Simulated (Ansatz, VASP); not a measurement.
One calculation of Ti, two programs

```
CELL_PARAMETERS angstrom
-1.66562 1.64100 1.64100
1.66562 -1.64100 1.64100
1.66562 1.64100 -1.64100
ATOMIC_POSITIONS crystal
Ti 0.00000 0.00000 0.00000
```

Change from the starting cell: strain +0.0150 x Voigt [1, 0, 0, 0, 0, 0], atoms carried along.

Alike in both runs: task single point; functional PBEsol; k mesh 20 × 20 × 20; occupations gaussian, width 0.15 eV; no spin polarisation.

|  | VASP | Ansatz |
| --- | --- | --- |
| version | VASP 6.6.1 | Ansatz 0.2.0 |
| potentials or method | VASP PAW PBE potentials, release 64 (Ti_sv), cutoff 520 eV | scalar-relativistic, plane waves, PAW |
| valence electrons in the cell | 12 | 12 |

```tsv
	VASP	Ansatz	Ansatz less VASP
gap on the k mesh at the Fermi level (eV)	none	none	-
pressure (GPa)	-8.1	-7.9	+0.16
traceless stress, the component that is largest in VASP (GPa)	0.25	0.25	+0.001
```

VASP's potentials were made for PBE, not for PBEsol. A gap of «none» marks a metal or a gap that the smearing closes.
